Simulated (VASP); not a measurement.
A run of VASP 6.6.1 is set up as follows.

The input INCAR:

```
ALGO     = Normal         # electronic algorithm
EDIFF    = 1E-6           # SCF threshold, eV
ENCUT    = 520            # plane-wave cutoff, eV
GGA      = CA             # functional
ISIF     = 2              # what is computed and relaxed
ISMEAR   = -1             # smearing method
LASPH    = T              # aspherical terms in the spheres
LCHARG   = T              # write CHGCAR
LELF     = T              # ELF
LREAL    = F              # projectors in reciprocal space
LVHAR    = T            
LWAVE    = F              # write WAVECAR
NBANDS   = 14             # bands
NELM     = 100            # most SCF steps
PREC     = Accurate       # precision mode
SIGMA    = 0.05           # smearing width, eV
```

KPOINTS

```
k-points
0
Gamma
  12 12 7
```

Contents of POSCAR:

```
Na
1.0
    3.0569290101      0.0000000000      0.0000000000
   -1.5284645051      2.6473781803      0.0000000000
    0.0000000000      0.0000000000      4.9522249964
Na
2
Direct
    0.3333333333      0.6666666667      0.2500000000
    0.6666666667      0.3333333333      0.7500000000
```

Potentials or basis: VASP PAW LDA potentials, release 64 (Na_pv).

Command:

```bash
$ cat potpaw_LDA.64/Na_pv/POTCAR > POTCAR
$ mpirun -np 1 vasp_std > vasp.out
```

Question: What does it give for the band gap on the k mesh?

Answer: Zero (bands 7 and 8 overlap by 5.25 eV).

Question: Predict the pressure.

Answer: 12.1 GPa.

Caveat: the cell stands under pressure.
